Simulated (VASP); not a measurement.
A run of VASP 6.6.1:

INCAR

```
  ALGO = Normal
  EDIFF = 1E-7
  EDIFFG = -0.3
  ENCUT = 520
  GGA = PE
  IBRION = 2
  ISIF = 2
  ISMEAR = -1
  LASPH = True
  LCHARG = False
  LREAL = Auto
  LWAVE = False
  NELM = 100
  NSW = 35
  PREC = Accurate
  SIGMA = 0.02
```

Contents of KPOINTS:

```
k-points
0
Gamma
  1 1 1
```

The input POSCAR:

```
H5CF
1.0
    7.2936330000      0.0000000000      0.0000000000
    0.0000000000      7.2936330000      0.0000000000
    0.0000000000      0.0000000000      7.2936330000
F H C
4 20 4
Direct
    0.7463876000      0.5221563000      0.8420610000
    0.5041235000      0.2461584000      0.6908554000
    0.1831731000     -0.0403679000      0.6965709000
    0.4833855000      0.6736095000      0.1493664000
    0.7725542000      0.5772548000      0.7294812000
    0.5135646000      0.3737766000      0.6952362000
    0.2684232000      0.0537777000      0.6803298000
    0.4710134000      0.7956262000      0.1125751000
    0.6511644000      0.1877452000      0.2936544000
    0.6339057000      0.3688320000      0.1310807000
    0.4326422000      0.2799536000      0.2365042000
    0.5546338000      0.1453661000      0.0736400000
    0.6336807000      0.7815792000      0.3717857000
    0.8252972000      0.6443227000      0.3088234000
    0.8535757000      0.8838829000      0.3453163000
    0.7319190000      0.8038318000      0.1495819000
   -0.0998972000      0.3017633000      0.1355846000
    0.0460157000      0.1555638000      0.0057554000
    0.1343414000      0.2759246000      0.1987122000
    0.0754499000      0.3975360000     -0.0044206000
    0.7488295000      0.9178154000      0.5540119000
    0.8366984000      0.8279001000      0.7630927000
    0.6082423000      0.9129484000      0.7533409000
    0.7965862000      1.0674995000      0.7406517000
    0.5680865000      0.2454742000      0.1837198000
    0.7611181000      0.7784041000      0.2938768000
    0.0389774000      0.2826969000      0.0839079000
    0.7475891000      0.9315409000      0.7027743000
```

Potentials or basis: VASP PAW PBE potentials, release 64 (F, H, C).

Launch:

```bash
$ cat potpaw_PBE.64/F/POTCAR potpaw_PBE.64/H/POTCAR potpaw_PBE.64/C/POTCAR > POTCAR
$ mpirun -np 1 vasp_gam > vasp.out
```

Hardware: 1 thread of Intel(R) Xeon(R) Platinum 8259CL CPU @ 2.50GHz (Skylake/Cascade Lake) (shared host).

How long does it take, and how much memory?

Run time: 13 min on 1 thread of Intel(R) Xeon(R) Platinum 8259CL CPU @ 2.50GHz (Skylake/Cascade Lake), on a shared host, peak memory 0.41 GiB. Counts: scf iterations 255, k points 1, ion steps 22.
